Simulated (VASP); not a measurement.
# TiAl3 (Pmm2) in VASP: a series of runs

Runs on TiAl3. Level: PBEsol. Tasks: relaxation of cell and atoms.

All numbers are computed with VASP 6.6.1; they aren't measurements. Logs are shortened: lines on timing, memory, paths and dates and some standing lists are left out, and cuts for length are marked.

### 1 The cell of the first run

Symmetry: Pmm2, No. 25, orthorhombic system. The conventional cell has a = 2.840 Å, b = 4.681 Å, c = 4.901 Å, α = 90.00°, β = 90.00°, γ = 90.00°. Ti (site symmetry mm2) has 10 Al at 2.83 to 2.85 Å and 2 Ti at 2.84 Å within 3.7 Å. Within 3.7 Å of Al (site symmetry mm2) lie 10 Al at 2.81 to 2.86 Å and 2 Ti at 2.85 Å. Within 3.7 Å of Al (site symmetry mm2) lie 8 Al at 2.81 to 2.86 Å and 4 Ti at 2.85 Å. Al (site symmetry mm2) has 4 Ti at 2.83 to 2.84 Å and 8 Al at 2.84 to 2.86 Å within 3.7 Å.

### 2 Relaxation of cell and atoms, PBEsol, target pressure 5 GPa, at which the enthalpy is minimised

The input, INCAR:

```
SYSTEM = TiAl3
PREC = Accurate
ENCUT = 600
EDIFF = 1E-7
ISMEAR = -1
SIGMA = 0.05
LREAL = .False.
LASPH = .True.
NELM = 60
ALGO = Normal
ISIF = 3
LWAVE = .False.
LCHARG = .False.
GGA = PS
IBRION = 2
NSW = 60
EDIFFG = -0.01
PSTRESS = 50.0
```

The input, KPOINTS:

```
regular mesh
0
Gamma
  9 6 6
  0 0 0
```

The input, POSCAR:

```
TiAl3
1.0
    2.8396770000      0.0000000000      0.0000000000
    0.0000000000      4.6812640000      0.0000000000
    0.0000000000      0.0000000000      4.9007420000
Ti Al
1 3
Direct
    0.0000000000      0.5000000000      0.1659160000
    0.0000000000      0.0000000000      0.8359000000
    0.5000000000      0.0000000000      0.3309120000
    0.5000000000      0.5000000000      0.6672710000
```

Potentials or basis: VASP PAW PBE potentials, release 64 (Ti_sv, Al).

On the command line:

```bash
$ cat potpaw_PBE.64/Ti_sv/POTCAR potpaw_PBE.64/Al/POTCAR > POTCAR
$ mpirun -np 1 vasp_std > vasp.out
```

OUTCAR:

```text
SYSTEM = TiAl3
   PREC = Accurate
   ENCUT = 600
   EDIFF = 1E-7
   ISMEAR = -1
   LREAL = .False.
   LASPH = .True.
   NELM = 60
   ISIF = 3
   GGA = PS
   IBRION = 2
   NSW = 60
   EDIFFG = -0.01
   PSTRESS = 50.0

 ion  position               nearest neighbor table
   1  0.000  0.500  0.166-   4 2.83   4 2.83   4 2.84   4 2.84   2 2.85   2 2.85   3 2.85   3 2.85
                             3 2.85   3 2.85
   2  0.000  0.000  0.836-   3 2.81   3 2.81   1 2.85   1 2.85   3 2.85   3 2.85   4 2.86   4 2.86
                             4 2.86   4 2.86
   3  0.500  0.000  0.331-   2 2.81   2 2.81   2 2.85   2 2.85   1 2.85   1 2.85   1 2.85   1 2.85
                             4 2.86   4 2.86
   4  0.500  0.500  0.667-   1 2.83   1 2.83   1 2.84   1 2.84   2 2.86   2 2.86   2 2.86   2 2.86
                             3 2.86   3 2.86

  LATTYP: Found a simple orthorhombic cell.
 ALAT       =     2.8396770000
 B/A-ratio  =     1.6485198845
 C/A-ratio  =     1.7258096607

  Lattice vectors:

 A1 = (   2.8396770000,   0.0000000000,   0.0000000000)
 A2 = (   0.0000000000,   4.6812640000,   0.0000000000)
 A3 = (   0.0000000000,   0.0000000000,   4.9007420000)

Analysis of symmetry for initial positions (statically):
=====================================================================
 Subroutine PRICEL returns:
 Original cell was already a primitive cell.

 Routine SETGRP: Setting up the symmetry group for a
 simple orthorhombic supercell.

 Subroutine GETGRP returns: Found  4 space group operations
 (whereof  4 operations were pure point group operations)
 out of a pool of  8 trial point group operations.

The static configuration has the point symmetry C_2v.

Analysis of symmetry for dynamics (positions and initial velocities):
=====================================================================
 Subroutine PRICEL returns:
 Original cell was already a primitive cell.

 Routine SETGRP: Setting up the symmetry group for a
 simple orthorhombic supercell.

 Subroutine GETGRP returns: Found  4 space group operations
 (whereof  4 operations were pure point group operations)
 out of a pool of  8 trial point group operations.

The dynamic configuration has the point symmetry C_2v.

 Subroutine INISYM returns: Found  4 space group operations
 (whereof  4 operations are pure point group operations),
 and found     1 'primitive' translations

----------------------------------------------------------------------------------------

                                     Primitive cell

  volume of cell :      65.1469

  direct lattice vectors                    reciprocal lattice vectors
     2.839677000  0.000000000  0.000000000     0.352152727  0.000000000  0.000000000
     0.000000000  4.681264000  0.000000000     0.000000000  0.213617519  0.000000000
     0.000000000  0.000000000  4.900742000     0.000000000  0.000000000  0.204050734

  length of vectors
     2.839677000  4.681264000  4.900742000     0.352152727  0.213617519  0.204050734

  position of ions in fractional coordinates (direct lattice)
     0.000000000  0.500000000  0.165916000
     0.000000000  0.000000000  0.835900000
     0.500000000  0.000000000  0.330912000
     0.500000000  0.500000000  0.667271000

  ion indices of the primitive-cell ions
   primitive index   ion index
                 1           1
                 2           2
                 3           3
                 4           4

----------------------------------------------------------------------------------------

 KPOINTS: regular mesh

Automatic generation of k-mesh.
 Grid dimensions read from file:
 generate k-points for:    9    6    6

 Generating k-lattice:

  Cartesian coordinates                     Fractional coordinates (reciprocal lattice)
     0.039128081  0.000000000  0.000000000     0.111111111  0.000000000  0.000000000
     0.000000000  0.035602920  0.000000000     0.000000000  0.166666667  0.000000000
     0.000000000  0.000000000  0.034008456     0.000000000  0.000000000  0.166666667

  Length of vectors
     0.039128081  0.035602920  0.034008456

  Shift w.r.t. Gamma in fractional coordinates (k-lattice)
     0.000000000  0.000000000  0.000000000

 Subroutine IBZKPT returns following result:
 ===========================================

 Found     80 irreducible k-points:

 Following reciprocal coordinates:
            Coordinates               Weight
  0.000000  0.000000  0.000000      1.000000
  0.111111  0.000000  0.000000      2.000000
  0.222222  0.000000  0.000000      2.000000
  0.333333  0.000000  0.000000      2.000000
  0.444444  0.000000  0.000000      2.000000
  0.000000  0.166667  0.000000      2.000000
[... 16 lines left out ...]
  0.222222  0.000000  0.166667      4.000000
  0.333333  0.000000  0.166667      4.000000
 [... further k-points ...]
   k-points           NKPTS =     80   k-points in BZ     NKDIM =     80   number of bands    NBANDS=     14
   number of dos      NEDOS =    301   number of ions     NIONS =      4
   total plane-waves  NPLWV =  38400
   dimension x,y,z NGX =    24 NGY =   40 NGZ =   40
   dimension x,y,z NGXF=    48 NGYF=   80 NGZF=   80
   ions per type =               1   3
   NGX,Y,Z   is equivalent  to a cutoff of  14.05, 14.21, 13.57 a.u.
   NGXF,Y,Z  is equivalent  to a cutoff of  28.10, 28.41, 27.14 a.u.
 SYSTEM =  TiAl3
   PREC   = accura    normal or accurate (medium, high low for compatibility)
   ISTART =      0    job   : 0-new  1-cont  2-samecut
   ICHARG =      2    charge: 1-file 2-atom 10-const
   ISPIN  =      1    spin polarized calculation?
   LNONCOLLINEAR =      F non collinear calculations
   LSORBIT =      F    spin-orbit coupling
   LASPH  =      T    aspherical Exc in radial PAW
   ENCUT  =  600.0 eV  44.10 Ry    6.64 a.u.   5.67  9.35  9.79*2*pi/ulx,y,z
   NELM   =     60;   NELMIN=  2; NELMDL= -5     # of ELM steps
   EDIFF  = 0.1E-06   stopping-criterion for ELM
   LREAL  =      F    real-space projection
   EDIFFG = -.1E-01   stopping-criterion for IOM
   NSW    =     60    number of steps for IOM
   IBRION =      2    ionic relax: 0-MD 1-quasi-New 2-CG
   NFREE  =      1    steps in history (QN), initial steepest desc. (CG)
   ISIF   =      3    stress and relaxation
   ISYM   =      2    0-nonsym 1-usesym 2-fastsym
   POTIM  = 0.5000    time-step for ionic-motion
   TEBEG  =    0.0;   TEEND  =   0.0 temperature during run
   PSTRESS=   50.0 pullay stress
   NELECT =      21.0000    total number of electrons
   NUPDOWN=      -1.0000    fix difference up-down
   EMIN   =  10.00;   EMAX   =-10.00  energy-range for DOS
   EFERMI =   0.00;   METHOD = LEGACY
   ISMEAR =    -1;   SIGMA  =   0.05  broadening in eV -4-tet -1-fermi 0-gaus
   EFERMI_NEDOS =   21; number of points for ismear=-14 and -15
   IALGO  =     38    algorithm
   IMIX   =      4    mixing-type and parameters
     AMIX     =   0.40;   BMIX     =  1.00
     AMIX_MAG =   1.60;   BMIX_MAG =  1.00
  volume/ion in A,a.u.               =      16.29       109.91
  Fermi-wavevector in a.u.,A,eV,Ry     =   1.122492  2.121202 17.143184  1.259988
  Thomas-Fermi vector in A             =   2.259152
   LORBIT       =      0    0 simple, 1 ext, 2 COOP (PROOUT), +10 PAW based schemes
   GGA     = PS    functional components
   LHFCALC =     F    Hartree Fock is set to
   AEXX    =    0.0000 exact exchange contribution
   IVDW    =     0    specifies the selected vdW correction
   LEPSILON=     F    determine dielectric tensor
   LRPA    =     F    only Hartree local field effects (RPA)
 conjugate gradient relaxation of ions
 non-spin polarized calculation
  energy-cutoff  :      600.00
  volume of cell :       65.15
 maximum number of plane-waves:      2198
 NGX is ok and might be reduce to    24
   NGX = 11   NGY = 19   NGZ = 19

--------------------------------------- Ionic step        1  -------------------------------------------

 number of electron      20.9999997 magnetization

 Free energy of the ion-electron system (eV)
  ---------------------------------------------------
  ext. energy  EPLUGINS =         0.00000000
  ---------------------------------------------------
  free energy    TOTEN  =       -21.58352666 eV

  energy without entropy =      -21.56148849  energy(sigma->0) =      -21.57250757

------------------------ aborting loop because EDIFF is reached ----------------------------------------

  FORCE on cell =-STRESS in cart. coord.  units (eV):
  Direction    XX          YY          ZZ          XY          YZ          ZX
  --------------------------------------------------------------------------------------
  -------------------------------------------------------------------------------------
  Total       -1.7893454     -0.4841461     -0.5840277      0.0000000      0.0000000      0.0000000
  in kB      -44.0058930    -11.9067465    -14.3631637      0.0000000      0.0000000      0.0000000
  external PRESSURE =     -73.4252677 kB  Pullay stress =      50.0000000 kB
[... 99 lines left out ...]
  FREE ENERGIE OF THE ION-ELECTRON SYSTEM (eV)
  ---------------------------------------------------
  free  energy   TOTEN  =       -21.5578852221 eV

  energy  without entropy=      -21.5380756841  energy(sigma->0) =      -21.54798045

  enthalpy is  TOTEN    =       -19.6602342587 eV   P V=        1.8976509634

[... ionic steps 4 to 8 ...]

--------------------------------------- Ionic step        9  -------------------------------------------

 number of electron      21.0000003 magnetization

------------------------ aborting loop because EDIFF is reached ----------------------------------------

  FORCE on cell =-STRESS in cart. coord.  units (eV):
  Direction    XX          YY          ZZ          XY          YZ          ZX
  --------------------------------------------------------------------------------------
  -------------------------------------------------------------------------------------
  Total        1.9250737      1.8905897      1.9669401      0.0000000      0.0000000      0.0000000
  in kB       50.6836670     49.7757646     51.7859303      0.0000000      0.0000000      0.0000000
  external PRESSURE =       0.7484540 kB  Pullay stress =      50.0000000 kB
[... 65 lines left out ...]
  enthalpy is  TOTEN    =       -19.6669986870 eV   P V=        1.9007807315

--------------------------------------- Ionic step       11  -------------------------------------------

 number of electron      21.0000003 magnetization

 Free energy of the ion-electron system (eV)
  ---------------------------------------------------
  ext. energy  EPLUGINS =         0.00000000
  ---------------------------------------------------
  free energy    TOTEN  =       -21.56714635 eV

  energy without entropy =      -21.54813071  energy(sigma->0) =      -21.55763853

 E-fermi :   8.6728     XC(G=0): -10.9848

 val. band max:        8.6724783123   @ k =   0.2222   0.5000   0.3333
 cond. band min:       8.6845824577   @ k =   0.0000   0.5000   0.3333
 fundamental gap:      0.0121041454
 Fermi energy:         8.6727744587

 k-point     1 :       0.0000    0.0000    0.0000
  band No.  band energies     occupation
      1     -47.3986      2.00000
      2     -23.8474      2.00000
      3     -23.8415      2.00000
      4     -23.3654      2.00000
      5      -1.8297      2.00000
      6       3.3262      2.00000
      7       4.6452      2.00000
      8       4.9625      2.00000
      9       5.9080      2.00000
     10       7.7271      2.00000
     11       8.1934      1.99986
     12      11.3847      0.00000
     13      11.4519      0.00000
     14      11.4640      0.00000
[... 375 lines left out ...]
 k-point    24 :       0.3333    0.0000    0.1667
  band No.  band energies     occupation
      1     -47.3336      2.00000
      2     -23.8525      2.00000
      3     -23.7864      2.00000
      4     -23.7814      2.00000
      5       0.5346      2.00000
      6       4.3345      2.00000
      7       6.3695      2.00000
      8       6.3993      2.00000
      9       6.7127      2.00000
     10       8.0150      2.00000
     11       8.3845      1.99376
     12       9.8485      0.00000
     13      10.1001      0.00000
     14      11.2618      0.00000

 [... further k-points ...]
[... 5 lines left out ...]
  --------------------------------------------------------------------------------------
  -------------------------------------------------------------------------------------
  Total        1.8971672      1.9024415      1.9001628      0.0000000      0.0000000      0.0000000
  in kB       49.9218983     50.0606839     50.0007228      0.0000000      0.0000000      0.0000000
  external PRESSURE =      -0.0055650 kB  Pullay stress =      50.0000000 kB
[... 19 lines left out ...]
  FREE ENERGIE OF THE ION-ELECTRON SYSTEM (eV)
  ---------------------------------------------------
  free  energy   TOTEN  =       -21.5671463527 eV

  energy  without entropy=      -21.5481307112  energy(sigma->0) =      -21.55763853

  enthalpy is  TOTEN    =       -19.6670110318 eV   P V=        1.9001353209

 reached required accuracy - stopping structural energy minimisation
```

Run time: 4.1 min. Hardware: 1 thread of Intel Xeon 6975P-C (Granite Rapids), shared host; peak memory 0.26 GiB.

Results:

- Free energy: -21.5671 eV
- Relaxed volume: 15.22 Å³/atom
- Relaxed cell: a = 2.725 Å, b = 4.615 Å, c = 4.841 Å, α = 90.00°, β = 90.00°, γ = 90.00°
- Space group after relaxing (to 0.1 Å): Pmm2 (No. 25)
- Energy change on relaxing (the run minimises the enthalpy): +4.1 meV/atom
- Ionic steps: 11
- Pressure after relaxing: 5.0 GPa
- Band gap on the k mesh: zero (an odd number of electrons rules out a gap without spin polarisation)

Forces in eV/Å, atoms in the order of the input:
```
Ti   0.000  0.000 -0.001
Al   0.000  0.000 -0.003
Al   0.000  0.000  0.003
Al   0.000  0.000  0.001
```

The path:
```tsv
step	energy change (eV)	largest force (eV/Å)	pressure (GPa)	volume (Å³)
1	0.0000	0.0477	-2.34	65.15
2	0.1438	0.1214	10.76	58.36
3	0.0256	0.0781	5.19	60.81
4	0.0202	0.0714	5.09	60.85
5	0.0184	0.0743	5.03	60.88
6	0.0167	0.0555	4.96	60.91
7	0.0129	0.0187	4.78	61.01
8	0.0216	0.0134	5.33	60.72
9	0.0174	0.0085	5.07	60.85
10	0.0157	0.0019	4.96	60.91
11	0.0164	0.0029	5.00	60.89
```

Final structure:
```
CELL_PARAMETERS angstrom
2.72534 0.00000 0.00000
0.00000 4.61492 0.00000
0.00000 0.00000 4.84105
ATOMIC_POSITIONS crystal
Ti 0.00000 0.50000 0.16266
Al 0.00000 0.00000 0.84036
Al 0.50000 0.00000 0.33453
Al 0.50000 0.50000 0.66246
```

Levels at points of the mesh, in eV from the Fermi level:
```tsv
k point	band 9	band 10	band 11	band 12	band 13	band 14
(0.00, 0.00, 0.00)	-2.76	-0.95	-0.48	2.71	2.78	2.79
(0.00, 0.50, 0.00)	-2.11	-1.62	-0.22	2.65	2.72	2.83
(0.00, 0.00, 0.50)	-2.24	-1.17	-0.38	2.38	2.63	2.80
(0.00, 0.50, 0.50)	-0.26	-0.10	0.71	2.65	2.68	3.60
```

Caveat: the cell is relaxed towards a set pressure, so the run minimises the enthalpy, not the energy; the PAW data sets were made with another functional, which shifts forces and pressure a little.

(Continued in part 2 of 2.)
